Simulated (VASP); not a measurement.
# Zn (P6_3/mmc) in VASP: further runs, part 2 of 2

VASP 6.6.1. Earlier steps stand in the parts before.

### 4 Relaxation of cell and atoms, PBE

This run uses another cell than the first one: it holds 4 atoms, not 8.

The input, INCAR:

```
SYSTEM = Zn
PREC = Accurate
ENCUT = 600
EDIFF = 1E-6
ISMEAR = 0
SIGMA = 0.1
LREAL = .False.
LASPH = .True.
NELM = 60
ALGO = Normal
ISIF = 3
LWAVE = .False.
LCHARG = .False.
GGA = PE
IBRION = 2
NSW = 90
EDIFFG = -0.04
```

The input, KPOINTS:

```
Automatic mesh
0
Gamma
  6 6 4
  0 0 0
```

The input, POSCAR:

```
Zn
1.0
    3.5088074718      0.0000000000      0.0000000000
   -1.7544037359      3.0387164076      0.0000000000
    0.0000000000      0.0000000000      5.7895323284
Zn
4
Direct
    0.3333333333      0.6666666667      0.4375000000
    0.6666666667      0.3333333333      0.9375000000
    0.6666666667      0.3333333333      0.5625000000
    0.3333333333      0.6666666667      0.0625000000
```

Potentials or basis: VASP PAW PBE potentials, release 64 (Zn).

Launch:

```console
cat potpaw_PBE.64/Zn/POTCAR > POTCAR
mpirun -np 1 vasp_std > vasp.out
```

OUTCAR:

```text
SYSTEM = Zn
   PREC = Accurate
   ENCUT = 600
   EDIFF = 1E-6
   ISMEAR = 0
   LREAL = .False.
   LASPH = .True.
   NELM = 60
   ISIF = 3
   GGA = PE
   IBRION = 2
   NSW = 90
   EDIFFG = -0.04

 ion  position               nearest neighbor table
   1  0.333  0.667  0.438-   3 2.15   3 2.15   3 2.15   4 2.17
   2  0.667  0.333  0.938-   4 2.15   4 2.15   4 2.15   3 2.17
   3  0.667  0.333  0.562-   1 2.15   1 2.15   1 2.15   2 2.17
   4  0.333  0.667  0.062-   2 2.15   2 2.15   2 2.15   1 2.17

  LATTYP: Found a hexagonal cell.
 ALAT       =     3.5088074718
 C/A-ratio  =     1.6500000000

  Lattice vectors:

 A1 = (   3.5088074718,   0.0000000000,   0.0000000000)
 A2 = (  -1.7544037359,   3.0387164076,   0.0000000000)
 A3 = (   0.0000000000,   0.0000000000,   5.7895323284)

Analysis of symmetry for initial positions (statically):
=====================================================================
 Subroutine PRICEL returns:
 Original cell was already a primitive cell.

 Routine SETGRP: Setting up the symmetry group for a
 hexagonal supercell.

 Subroutine GETGRP returns: Found 24 space group operations
 (whereof 12 operations were pure point group operations)
 out of a pool of 24 trial point group operations.

The static configuration has the point symmetry D_3d.
 The point group associated with its full space group is D_6h.

[... 160 lines left out ...]
  ---------------------------------------------------
  free energy    TOTEN  =         0.44968609 eV

  energy without entropy =        0.45703669  energy(sigma->0) =        0.45336139

 E-fermi :   2.7141     XC(G=0): -11.2075

 val. band max:        2.6196629825   @ k =   0.3333   0.3333   0.2500
 cond. band min:       2.7266353566   @ k =   0.1667   0.1667   0.2500
 fundamental gap:      0.1069723742
 Fermi energy:         2.7140799570

 k-point     1 :       0.0000    0.0000    0.0000
  band No.  band energies     occupation
      1      -7.5374      2.00000
      2      -6.3145      2.00000
      3      -6.3145      2.00000
      4      -6.2357      2.00000
      5      -6.2357      2.00000
      6      -6.1426      2.00000
[... 747 lines left out ...]
  FREE ENERGIE OF THE ION-ELECTRON SYSTEM (eV)
  ---------------------------------------------------
  free  energy   TOTEN  =        -2.5576222092 eV

  energy  without entropy=       -2.5417782520  energy(sigma->0) =       -2.54970023

[... ionic steps 4 to 32 ...]

--------------------------------------- Ionic step       33  -------------------------------------------

 number of electron      48.0000005 magnetization

------------------------ aborting loop because EDIFF is reached ----------------------------------------
[... 71 lines left out ...]
--------------------------------------- Ionic step       35  -------------------------------------------

 number of electron      48.0000007 magnetization

 Free energy of the ion-electron system (eV)
  ---------------------------------------------------
  ext. energy  EPLUGINS =         0.00000000
  ---------------------------------------------------
  free energy    TOTEN  =        -3.13459834 eV

  energy without entropy =       -3.12615522  energy(sigma->0) =       -3.13037678

 E-fermi :   0.6690     XC(G=0):  -9.5048

 val. band max:        0.6183378227   @ k =   0.5000   0.0000   0.0000
 cond. band min:       0.6773458050   @ k =   0.3333   0.0000   0.2500
 fundamental gap:      0.0590079824
 Fermi energy:         0.6689502441

 k-point     1 :       0.0000    0.0000    0.0000
  band No.  band energies     occupation
      1      -7.4991      2.00000
      2      -7.0179      2.00000
      3      -6.8484      2.00000
      4      -6.8484      2.00000
      5      -6.8338      2.00000
      6      -6.6123      2.00000
[... 671 lines left out ...]
  FREE ENERGIE OF THE ION-ELECTRON SYSTEM (eV)
  ---------------------------------------------------
  free  energy   TOTEN  =        -3.1345983416 eV

  energy  without entropy=       -3.1261552247  energy(sigma->0) =       -3.13037678

 reached required accuracy - stopping structural energy minimisation
```

It took 21 min on 1 thread of Intel Xeon 8259CL, shared host; peak memory 0.21 GiB.

What came out:

| Property | Result |
| --- | --- |
| Free energy | -3.1346 eV |
| Relaxed volume | 21.69 Å³/atom |
| Relaxed cell | a = 4.403 Å, b = 4.403 Å, c = 5.169 Å, α = 90.00°, β = 90.00°, γ = 120.00° |
| Space group after relaxing (to 0.1 Å) | P6/mmm (No. 191) |
| Energy gained by relaxing | 896.1 meV/atom |
| Ionic steps | 35 |
| Pressure after relaxing | 0.1 GPa |
| Largest force after relaxing | 0.030 eV/Å |
| Band gap on the k mesh | zero (bands 24 and 25 overlap by 4.61 eV) |

Forces in eV/Å, atoms in the order of the input:
```
Zn   0.000  0.000 -0.030
Zn   0.000  0.000 -0.030
Zn   0.000  0.000  0.030
Zn   0.000  0.000  0.030
```

The path:
```csv
step,energy change (eV),largest force (eV/Å),pressure (GPa),volume (Å³)
1,0.0000,0.2250,41.33,61.73
2,-2.9934,0.1539,-1.35,104.55
3,-3.0073,0.1518,1.04,96.08
4,-3.0168,0.1547,0.06,99.43
5,-3.0158,0.1552,-0.29,100.31
6,-3.0202,0.0895,-0.13,99.67
7,-3.0209,0.0013,0.14,98.78
8,-3.0214,0.0334,0.03,99.11
9,-3.0239,0.0428,0.07,98.96
10,-3.0323,0.0756,0.16,98.57
11,-3.0532,0.1339,0.31,97.74
12,-3.0946,0.2551,0.45,95.94
13,-3.2336,0.6254,0.13,91.69
14,-2.8689,0.0068,8.24,80.52
15,-3.1667,1.2023,0.92,90.05
16,-3.2304,1.5823,1.81,85.60
17,-3.1609,1.4941,3.71,83.14
18,-3.2005,1.5867,2.53,84.14
19,-3.1881,1.5634,3.00,83.74
20,-3.2304,1.4280,2.52,83.97
21,-3.3380,1.0671,1.47,84.63
22,-3.4813,0.5309,0.36,85.94
23,-3.5589,0.0539,-0.59,88.53
24,-3.5643,0.1230,-0.85,89.09
25,-3.5649,0.1528,-0.84,89.37
26,-3.5711,0.1376,-0.63,88.99
27,-3.5792,0.1083,-0.45,88.18
28,-3.5735,0.0587,0.13,86.57
29,-3.5806,0.0924,-0.36,87.71
30,-3.5806,0.0904,-0.29,87.65
31,-3.5822,0.0773,-0.18,87.34
32,-3.5838,0.0490,0.10,86.73
33,-3.5839,0.0403,0.28,86.55
34,-3.5839,0.0439,0.17,86.62
35,-3.5843,0.0300,0.09,86.77
```

Final structure:
```xyz
4
Lattice="4.4026 0.0000 0.0000 -2.2013 3.8128 0.0000 0.0000 0.0000 5.1691" Properties=species:S:1:pos:R:3 pbc="T T T"
Zn    0.0000    2.5419    2.5889
Zn    2.2013    1.2709    0.0043
Zn    2.2013    1.2709    2.5803
Zn    0.0000    2.5419    5.1648
```

Caveat: the volume moved by over 15 % at a fixed basis, so the end points are rough.

### 5 Overview

| task | cell | k mesh | cutoff (eV) | gap on the mesh (eV) | pressure (GPa) | relaxed volume (Å³/atom) | largest force (eV/Å) |
| --- | --- | --- | --- | --- | --- | --- | --- |
| single point | a = 3.373, b = 3.373, c = 11.016 Å, angles 90.0, 90.0, 120.0°, 8 atoms, atomic positions A | 6 × 6 × 2 | 520 | none | 73.1 | - | 0.07 |
| relaxation of cell and atoms | relaxed from a = 3.373, b = 3.373, c = 11.016 Å, angles 90.0, 90.0, 120.0°, 8 atoms, atomic positions A | 6 × 6 × 2 | 600 | none | 0.0 | 19.91 | 0.04 |
| relaxation of cell and atoms | relaxed from a = 3.509, b = 3.509, c = 5.790 Å, angles 90.0, 90.0, 120.0°, 4 atoms, atomic positions B | 6 × 6 × 4 | 600 | none | 0.1 | 21.69 | 0.03 |

Alike in all rows: level PBE; potentials or basis VASP PAW PBE potentials, release 64 (Zn); no spin polarisation; smearing gaussian 0.1 eV.

Caveats: the volume moved by over 15 % at a fixed basis, so the end points are rough (at least some runs); the cell stands under pressure (at least some runs).

Total energies depend on the potentials used, so only differences within one code and one set of settings carry meaning.

The gap in the log of VASP goes by the Fermi energy; the results here count the filled bands.